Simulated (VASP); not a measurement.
# Ta2AlN2 (P-4m2) in VASP: further runs, part 2 of 2

VASP 6.6.1. Earlier steps stand in the parts before.

### Step 3. Single point, PBE

This run uses another cell than the first one, of 17.44 Å³/atom, 1.105 times its volume.

The input, INCAR:

```
PREC = Accurate ; ENCUT = 520
EDIFF = 1E-6 ; ISMEAR = 0
SIGMA = 0.1 ; LREAL = False
LASPH = True ; NELM = 100
ALGO = Normal ; ISIF = 2
LWAVE = False ; LCHARG = True
GGA = PE ; LELF = True
LVHAR = True ; NBANDS = 26
```

The input, KPOINTS:

```
regular mesh
0
Gamma
  4 4 4
```

The input, POSCAR:

```
Ta2AlN2
1.0
    3.7589834323      0.0000000000      0.0000000000
    0.0000000000      3.7589834323      0.0000000000
    0.0000000000      0.0000000000      6.1696358423
Ta Al N
2 1 2
Direct
    0.0000000000      0.5000000000      0.9054529357
    0.5000000000      0.0000000000      0.0945470643
    0.0000000000      0.0000000000      0.5000000000
    0.0000000000      0.0000000000      0.1965351497
    0.0000000000      0.0000000000      0.8034648503
```

Potentials or basis: VASP PAW PBE potentials, release 64 (Ta_pv, Al, N).

Command:

```
$ cat potpaw_PBE.64/Ta_pv/POTCAR potpaw_PBE.64/Al/POTCAR potpaw_PBE.64/N/POTCAR > POTCAR
$ mpirun -np 1 vasp_std > vasp.out
```

OUTCAR:

```text
PREC = Accurate
   ENCUT = 520
   EDIFF = 1E-6
   ISMEAR = 0
   LREAL = False
   LASPH = True
   NELM = 100
   ISIF = 2
   GGA = PE

 ion  position               nearest neighbor table
   1  0.000  0.500  0.905-   5 1.98   5 1.98   4 2.60   4 2.60   2 2.90   2 2.90   2 2.90   2 2.90
                             3 3.13   3 3.13
   2  0.500  0.000  0.095-   4 1.98   4 1.98   5 2.60   5 2.60   1 2.90   1 2.90   1 2.90   1 2.90
                             3 3.13   3 3.13
   3  0.000  0.000  0.500-   4 1.87   5 1.87   1 3.13   2 3.13   1 3.13   2 3.13
   4  0.000  0.000  0.197-   3 1.87   2 1.98   2 1.98   1 2.60   1 2.60
   5  0.000  0.000  0.803-   3 1.87   1 1.98   1 1.98   2 2.60   2 2.60

  LATTYP: Found a simple tetragonal cell.
 ALAT       =     3.7589834323
 C/A-ratio  =     1.6413043456

  Lattice vectors:

 A1 = (   3.7589834323,   0.0000000000,   0.0000000000)
 A2 = (   0.0000000000,   3.7589834323,   0.0000000000)
 A3 = (   0.0000000000,   0.0000000000,   6.1696358423)

Analysis of symmetry for initial positions (statically):
=====================================================================
 Subroutine PRICEL returns:
 Original cell was already a primitive cell.

 Routine SETGRP: Setting up the symmetry group for a
 simple tetragonal supercell.

 Subroutine GETGRP returns: Found  8 space group operations
 (whereof  8 operations were pure point group operations)
 out of a pool of 16 trial point group operations.

The static configuration has the point symmetry D_2d.

Analysis of symmetry for dynamics (positions and initial velocities):
=====================================================================
 Subroutine PRICEL returns:
 Original cell was already a primitive cell.

 Routine SETGRP: Setting up the symmetry group for a
 simple tetragonal supercell.

 Subroutine GETGRP returns: Found  8 space group operations
 (whereof  8 operations were pure point group operations)
 out of a pool of 16 trial point group operations.

The dynamic configuration has the point symmetry D_2d.

 Subroutine INISYM returns: Found  8 space group operations
 (whereof  8 operations are pure point group operations),
 and found     1 'primitive' translations

----------------------------------------------------------------------------------------

                                     Primitive cell

  volume of cell :      87.1767

  direct lattice vectors                    reciprocal lattice vectors
     3.758983432  0.000000000  0.000000000     0.266029372  0.000000000  0.000000000
     0.000000000  3.758983432  0.000000000     0.000000000  0.266029372  0.000000000
     0.000000000  0.000000000  6.169635842     0.000000000  0.000000000  0.162084121

  length of vectors
     3.758983432  3.758983432  6.169635842     0.266029372  0.266029372  0.162084121

  position of ions in fractional coordinates (direct lattice)
     0.000000000  0.500000000  0.905452936
     0.500000000  0.000000000  0.094547064
     0.000000000  0.000000000  0.500000000
     0.000000000  0.000000000  0.196535150
     0.000000000  0.000000000  0.803464850

  ion indices of the primitive-cell ions
   primitive index   ion index
                 1           1
                 2           2
                 3           3
                 4           4
                 5           5

[... 29 lines left out ...]
  0.250000  0.000000  0.000000      4.000000
  0.500000  0.000000  0.000000      2.000000
  0.250000  0.250000  0.000000      4.000000
  0.500000  0.250000  0.000000      4.000000
  0.500000  0.500000  0.000000      1.000000
[... 10 lines left out ...]
  0.500000  0.250000  0.500000      4.000000
  0.500000  0.500000  0.500000      1.000000
   k-points           NKPTS =     18   k-points in BZ     NKDIM =     18   number of bands    NBANDS=     26
   number of dos      NEDOS =    301   number of ions     NIONS =      5
   total plane-waves  NPLWV =  37632
   dimension x,y,z NGX =    28 NGY =   28 NGZ =   48
   dimension x,y,z NGXF=    56 NGYF=   56 NGZF=   96
   ions per type =               2   1   2
   NGX,Y,Z   is equivalent  to a cutoff of  12.38, 12.38, 12.93 a.u.
   NGXF,Y,Z  is equivalent  to a cutoff of  24.77, 24.77, 25.87 a.u.
 SYSTEM =  unknown system
   PREC   = accura    normal or accurate (medium, high low for compatibility)
   ISTART =      0    job   : 0-new  1-cont  2-samecut
   ICHARG =      2    charge: 1-file 2-atom 10-const
   ISPIN  =      1    spin polarized calculation?
   LNONCOLLINEAR =      F non collinear calculations
   LSORBIT =      F    spin-orbit coupling
   LASPH  =      T    aspherical Exc in radial PAW
   ENCUT  =  520.0 eV  38.22 Ry    6.18 a.u.   6.99  6.99 11.47*2*pi/ulx,y,z
   NELM   =    100;   NELMIN=  2; NELMDL= -5     # of ELM steps
   EDIFF  = 0.1E-05   stopping-criterion for ELM
   LREAL  =      F    real-space projection
   EDIFFG = 0.1E-04   stopping-criterion for IOM
   NSW    =      0    number of steps for IOM
   IBRION =     -1    ionic relax: 0-MD 1-quasi-New 2-CG
   NFREE  =      0    steps in history (QN), initial steepest desc. (CG)
   ISIF   =      2    stress and relaxation
   ISYM   =      2    0-nonsym 1-usesym 2-fastsym
   POTIM  = 0.5000    time-step for ionic-motion
   TEBEG  =    0.0;   TEEND  =   0.0 temperature during run
   PSTRESS=    0.0 pullay stress
   NELECT =      35.0000    total number of electrons
   NUPDOWN=      -1.0000    fix difference up-down
   EMIN   =  10.00;   EMAX   =-10.00  energy-range for DOS
   EFERMI =   0.00;   METHOD = LEGACY
   ISMEAR =     0;   SIGMA  =   0.10  broadening in eV -4-tet -1-fermi 0-gaus
   EFERMI_NEDOS =   21; number of points for ismear=-14 and -15
   IALGO  =     38    algorithm
   IMIX   =      4    mixing-type and parameters
     AMIX     =   0.40;   BMIX     =  1.00
     AMIX_MAG =   1.60;   BMIX_MAG =  1.00
  volume/ion in A,a.u.               =      17.44       117.66
  Fermi-wavevector in a.u.,A,eV,Ry     =   1.207714  2.282248 19.845088  1.458573
  Thomas-Fermi vector in A             =   2.343343
   LORBIT       =      0    0 simple, 1 ext, 2 COOP (PROOUT), +10 PAW based schemes
   GGA     = PE    functional components
   LHFCALC =     F    Hartree Fock is set to
   AEXX    =    0.0000 exact exchange contribution
   IVDW    =     0    specifies the selected vdW correction
   LEPSILON=     F    determine dielectric tensor
   LRPA    =     F    only Hartree local field effects (RPA)
 non-spin polarized calculation
 Gauss-broadening in eV      SIGMA  =   0.10
  energy-cutoff  :      520.00
  volume of cell :       87.18
 maximum number of plane-waves:      2380
 NGX is ok and might be reduce to    28
   NGX = 13   NGY = 13   NGZ = 23

 number of electron      35.0000001 magnetization

 Free energy of the ion-electron system (eV)
  ---------------------------------------------------
  ext. energy  EPLUGINS =         0.00000000
  ---------------------------------------------------
  free energy    TOTEN  =       -43.61556355 eV

  energy without entropy =      -43.59605371  energy(sigma->0) =      -43.60580863

 E-fermi :   4.5161     XC(G=0): -10.2796

 val. band max:        4.4859277688   @ k =   0.2500   0.2500   0.5000
 cond. band min:       4.5173277515   @ k =   0.2500   0.0000   0.2500
 fundamental gap:      0.0313999827
 Fermi energy:         4.5160945858

 k-point     1 :       0.0000    0.0000    0.0000
  band No.  band energies     occupation
      1     -30.7336      2.00000
      2     -30.7336      2.00000
      3     -30.6303      2.00000
      4     -30.5574      2.00000
      5     -30.1712      2.00000
      6     -30.1712      2.00000
[... 511 lines left out ...]
     25       8.2731      0.00000
     26       8.8346      0.00000

------------------------ aborting loop because EDIFF is reached ----------------------------------------

  FORCE on cell =-STRESS in cart. coord.  units (eV):
  Direction    XX          YY          ZZ          XY          YZ          ZX
  --------------------------------------------------------------------------------------
  -------------------------------------------------------------------------------------
  Total        0.2080217      0.2080217      0.0568387      0.0000000      0.0000000     -0.0000000
  in kB        3.8231279      3.8231279      1.0446114      0.0000000      0.0000000     -0.0000000
  external PRESSURE =       2.8969558 kB  Pullay stress =       0.0000000 kB

 VOLUME and BASIS-vectors are now :
 -----------------------------------------------------------------------------
  energy-cutoff  :      520.00
  volume of cell :       87.18
      direct lattice vectors                 reciprocal lattice vectors
     3.758983432  0.000000000  0.000000000     0.266029372  0.000000000  0.000000000
     0.000000000  3.758983432  0.000000000     0.000000000  0.266029372  0.000000000
     0.000000000  0.000000000  6.169635842     0.000000000  0.000000000  0.162084121

 POSITION                                       TOTAL-FORCE (eV/Angst)
 -----------------------------------------------------------------------------------
      0.00000      1.87949      5.58631        -0.000000      0.000000      0.038800
      1.87949      0.00000      0.58332        -0.000000      0.000000     -0.038800
      0.00000      0.00000      3.08482        -0.000000     -0.000000      0.000000
      0.00000      0.00000      1.21255        -0.000000      0.000000      0.054498
      0.00000      0.00000      4.95709         0.000000      0.000000     -0.054498
 -----------------------------------------------------------------------------------
    total drift:                               -0.000000      0.000000      0.000000

  FREE ENERGIE OF THE ION-ELECTRON SYSTEM (eV)
  ---------------------------------------------------
  free  energy   TOTEN  =       -43.6155635491 eV

  energy  without entropy=      -43.5960537119  energy(sigma->0) =      -43.60580863
```

OSZICAR:

```text
N       E                     dE             d eps       ncg     rms          rms(c)
DAV:   1     0.275340125778E+03    0.27534E+03   -0.18074E+04   936   0.125E+03
DAV:   2    -0.335412387107E+02   -0.30888E+03   -0.29836E+03  1136   0.353E+02
DAV:   3    -0.507108117363E+02   -0.17170E+02   -0.16918E+02  1222   0.787E+01
DAV:   4    -0.510374744911E+02   -0.32666E+00   -0.32514E+00  1136   0.113E+01
DAV:   5    -0.510431532729E+02   -0.56788E-02   -0.56736E-02  1228   0.150E+00    0.300E+01
DAV:   6    -0.443593763461E+02    0.66838E+01   -0.35442E+01  1170   0.338E+01    0.128E+01
DAV:   7    -0.437371856047E+02    0.62219E+00   -0.57126E+00  1166   0.112E+01    0.880E+00
DAV:   8    -0.436184146705E+02    0.11877E+00   -0.50746E-01  1126   0.475E+00    0.164E+00
DAV:   9    -0.436159526803E+02    0.24620E-02   -0.29900E-02  1228   0.102E+00    0.415E-01
DAV:  10    -0.436157167079E+02    0.23597E-03   -0.67040E-03  1160   0.556E-01    0.192E-01
DAV:  11    -0.436155767154E+02    0.13999E-03   -0.10944E-03  1204   0.203E-01    0.608E-02
DAV:  12    -0.436155658595E+02    0.10856E-04   -0.11821E-04  1134   0.729E-02    0.114E-02
DAV:  13    -0.436155636460E+02    0.22136E-05   -0.99330E-06  1178   0.223E-02    0.463E-03
DAV:  14    -0.436155635491E+02    0.96880E-07   -0.10506E-06   696   0.652E-03
   1 F= -.43615564E+02 E0= -.43605809E+02  d E =-.195098E-01
```

It took 33 s on 1 thread of Intel Xeon 6975P-C, shared host; peak memory 0.2 GiB.

What came out:

| Property | Result |
| --- | --- |
| Free energy | -43.6156 eV |
| Pressure | 0.3 GPa |
| Largest force | 0.054 eV/Å |

Forces on the atoms (eV/Å):
```
Ta   0.000  0.000  0.039
Ta   0.000  0.000 -0.039
Al   0.000  0.000  0.000
N    0.000  0.000  0.054
N    0.000  0.000 -0.054
```

Stress tensor (GPa, compression positive):
```
0.38 0.00 0.00
0.00 0.38 0.00
0.00 0.00 0.10
```

Caveat: the k points lie up to 0.42 Å⁻¹ apart; spin-orbit coupling is left out, which moves the levels of the heavy elements.

### Step 4. Relaxation of cell and atoms, PBE

The input, INCAR:

```
ALGO     = Normal         # electronic algorithm
EDIFF    = 1E-6           # SCF threshold, eV
EDIFFG   = -0.04          # ionic threshold
ENCUT    = 600            # plane-wave cutoff, eV
GGA      = PE             # functional
IBRION   = 2              # ionic algorithm
ISIF     = 3              # what is computed and relaxed
ISMEAR   = 0              # smearing method
LASPH    = T              # aspherical terms in the spheres
LCHARG   = F              # write CHGCAR
LREAL    = F              # projectors in reciprocal space
LWAVE    = F              # write WAVECAR
NELM     = 80             # most SCF steps
NSW      = 90             # ionic steps
PREC     = Accurate       # precision mode
SIGMA    = 0.1            # smearing width, eV
```

The input, KPOINTS:

```
k-points
0
Gamma
  4 4 4
```

The input, POSCAR:

```
Ta2AlN2
1.0
    4.2157501200      0.0000000000      0.0000000000
    0.0000000000      4.2157501200      0.0000000000
    0.0000000000      0.0000000000      4.4388614100
Ta Al N
2 1 2
Direct
    0.0000000000      0.5000000000      0.8639230500
    0.5000000000      0.0000000000      0.1360769500
    0.0000000000      0.0000000000      0.5000000000
    0.0000000000      0.0000000000      0.1831569900
    0.0000000000      0.0000000000      0.8168430100
```

Potentials or basis: VASP PAW PBE potentials, release 64 (Ta_pv, Al, N).

Command:

```
$ cat potpaw_PBE.64/Ta_pv/POTCAR potpaw_PBE.64/Al/POTCAR potpaw_PBE.64/N/POTCAR > POTCAR
$ mpirun -np 1 vasp_std > vasp.out
```

OUTCAR:

```text
EDIFF = 1E-6
   EDIFFG = -0.04
   ENCUT = 600
   GGA = PE
   IBRION = 2
   ISIF = 3
   ISMEAR = 0
   LASPH = T
   LREAL = F
   NELM = 80
   NSW = 90
   PREC = Accurate

 ion  position               nearest neighbor table
   1  0.000  0.500  0.864-   5 2.12   5 2.12   4 2.54   4 2.54   3 2.66   3 2.66   2 3.22   2 3.22
                             2 3.22   2 3.22
   2  0.500  0.000  0.136-   4 2.12   4 2.12   5 2.54   5 2.54   3 2.66   3 2.66   1 3.22   1 3.22
                             1 3.22   1 3.22
   3  0.000  0.000  0.500-   4 1.41   5 1.41   1 2.66   2 2.66   1 2.66   2 2.66
   4  0.000  0.000  0.183-   3 1.41   5 1.63   2 2.12   2 2.12   1 2.54   1 2.54
   5  0.000  0.000  0.817-   3 1.41   4 1.63   1 2.12   1 2.12   2 2.54   2 2.54

  LATTYP: Found a simple tetragonal cell.
 ALAT       =     4.2157501200
 C/A-ratio  =     1.0529232719

[... 267 lines left out ...]
  Total      -43.4700838    -43.4700838   1929.0828536      0.0000000      0.0000000      0.0000000
  in kB     -357.0015108   -357.0015108  15842.7459174      0.0000000      0.0000000      0.0000000
  external PRESSURE =    5042.9142986 kB  Pullay stress =       0.0000000 kB
[... 1340 lines left out ...]
     20       5.1354      0.00000
     21       6.0861      0.00000

[... ionic steps 4 to 32 ...]

--------------------------------------- Ionic step       33  -------------------------------------------

 number of electron      35.0000006 magnetization

------------------------ aborting loop because EDIFF is reached ----------------------------------------
[... 73 lines left out ...]
--------------------------------------- Ionic step       35  -------------------------------------------

 number of electron      35.0000006 magnetization

 Free energy of the ion-electron system (eV)
  ---------------------------------------------------
  ext. energy  EPLUGINS =         0.00000000
  ---------------------------------------------------
  free energy    TOTEN  =       -43.52116621 eV

  energy without entropy =      -43.50273249  energy(sigma->0) =      -43.51194935

 E-fermi :   4.5620     XC(G=0): -10.2972

 val. band max:        4.5178501489   @ k =   0.2500   0.0000   0.0000
 cond. band min:       4.5711467024   @ k =   0.2500   0.0000   0.2500
 fundamental gap:      0.0532965535
 Fermi energy:         4.5619603169
[... 462 lines left out ...]
  FREE ENERGIE OF THE ION-ELECTRON SYSTEM (eV)
  ---------------------------------------------------
  free  energy   TOTEN  =       -43.5211662123 eV

  energy  without entropy=      -43.5027324931  energy(sigma->0) =      -43.51194935

 reached required accuracy - stopping structural energy minimisation
```

CONTCAR:

```text
Ta2AlN2
   1.00000000000000
     3.7735745271111116   -0.0000000000000000    0.0000000000000000
     0.0000000000000000    3.7735745271111116   -0.0000000000000000
    -0.0000000000000000   -0.0000000000000000    6.0960464561950873
  Ta              Al              N
     2     1     2
Direct
     0.0000000000000000    0.5000000000000000    0.9063212630013423
     0.5000000000000000    0.0000000000000000    0.0936787369986576
     0.0000000000000000    1.0000000000000000    0.5000000000000000
     0.0000000000000000    0.0000000000000000    0.1956557440937270
     0.0000000000000000    0.0000000000000000    0.8043442559062731

  0.00000000E+00  0.00000000E+00  0.00000000E+00
  0.00000000E+00  0.00000000E+00  0.00000000E+00
  0.00000000E+00  0.00000000E+00  0.00000000E+00
  0.00000000E+00  0.00000000E+00  0.00000000E+00
  0.00000000E+00  0.00000000E+00  0.00000000E+00
```

Wall time 24 min (1 thread of Intel Xeon 6975P-C, shared host); peak memory 0.26 GiB.

Results:

```yaml
Free_energy: -43.5212 eV
Relaxed_volume: 17.36 Å³/atom
Relaxed_cell: a = 3.774 Å, b = 3.774 Å, c = 6.096 Å, α = 90.00°, β = 90.00°, γ = 90.00°
Space_group_after_relaxing_to_0.05_Å: P-4m2 (No. 115)
Energy_gained_by_relaxing: 2362.7 meV/atom
Ionic_steps: 35
Pressure_after_relaxing: -0.2 GPa
Largest_force_after_relaxing: 0.016 eV/Å
```

Forces in eV/Å, atoms in the order of the input:
```
Ta   0.000  0.000  0.016
Ta   0.000  0.000 -0.016
Al   0.000  0.000  0.000
N    0.000  0.000  0.006
N    0.000  0.000 -0.006
```

Stress tensor (GPa, compression positive):
```
-0.21  0.00  0.00
 0.00 -0.21  0.00
 0.00  0.00 -0.08
```

The path:
```tsv
step	energy change (eV)	largest force (eV/Å)	pressure (GPa)	volume (Å³)
1	0.0000	22.6773	39.04	78.89
2	5.7531	77.3666	26.90	118.81
3	1700.7956	5414.3546	504.29	195.09
4	554.9331	113.0932	96.52	199.03
5	-352.7584	117.9927	12302.20	202.36
6	165.7634	15.7125	-120.57	212.31
7	157.6951	14.2555	-119.36	211.52
8	109.5511	6.6747	-106.97	204.76
9	87.9739	4.0027	-97.21	200.30
10	77.8435	2.9307	-91.17	197.79
11	72.9748	2.4930	-88.07	196.46
12	-0.8123	12.9766	10.34	93.44
13	-0.8121	12.8418	10.06	93.56
14	-3.7161	7.8918	-1.34	95.17
15	-7.4378	2.3385	-15.54	98.91
16	-9.8864	1.5706	-18.89	105.79
17	80.8038	543.2554	145.71	116.60
18	-9.2518	2.3747	-21.18	106.01
19	-8.5648	2.6898	-16.28	111.84
20	-9.8115	1.3301	-20.97	108.01
21	-11.3102	2.6389	0.90	89.31
22	-11.3434	1.9897	-3.10	91.45
23	-11.6086	1.4464	-1.99	89.18
24	-11.7892	0.2600	2.66	85.08
25	-11.7969	0.2510	1.29	85.99
26	-11.7983	0.1657	1.64	85.74
27	-11.8039	0.1500	-0.77	86.98
28	-11.8049	0.1551	-0.12	86.63
29	-11.8066	0.1573	-0.09	86.64
30	-11.8098	0.0988	-0.01	86.68
31	-11.8112	0.0843	0.03	86.68
32	-11.8127	0.1202	0.08	86.69
33	-11.8128	0.1340	0.10	86.70
34	-11.8135	0.0508	-0.07	86.77
35	-11.8136	0.0161	-0.17	86.81
```

Final structure:
```
CELL_PARAMETERS angstrom
3.77357 0.00000 0.00000
0.00000 3.77357 0.00000
0.00000 0.00000 6.09605
ATOMIC_POSITIONS crystal
Ta 0.00000 0.50000 0.90632
Ta 0.50000 0.00000 0.09368
Al 0.00000 0.00000 0.50000
N 0.00000 0.00000 0.19566
N 0.00000 0.00000 0.80434
```

Caveat: the k points lie up to 0.42 Å⁻¹ apart in the final cell; spin-orbit coupling is left out, which moves the levels of the heavy elements.

### Step 5. The runs side by side

```csv
task,cell,cutoff (eV),gap on the mesh (eV),pressure (GPa),largest force (eV/Å)
single point,"a = 4.216, b = 4.216, c = 4.439 Å, 5 atoms",520,none,39.1,22.67
single point,"a = 3.759, b = 3.759, c = 6.170 Å, 5 atoms",520,none,0.3,0.05
relaxation of cell and atoms,"relaxed from a = 4.216, b = 4.216, c = 4.439 Å, 5 atoms",600,none,-0.2,0.02
```

Alike in all rows: level PBE; potentials or basis VASP PAW PBE potentials, release 64 (Ta_pv, Al, N); no spin polarisation; k mesh 4 × 4 × 4; smearing gaussian 0.1 eV.

Caveats: all runs use coarse meshes; spin-orbit coupling is left out, which moves the levels of the heavy elements; forces of over 1 eV/Å act on the atoms, so gaps and moduli don't describe the material at rest (some runs).

Total energies depend on the potentials used, so only differences within one code and one set of settings carry meaning.
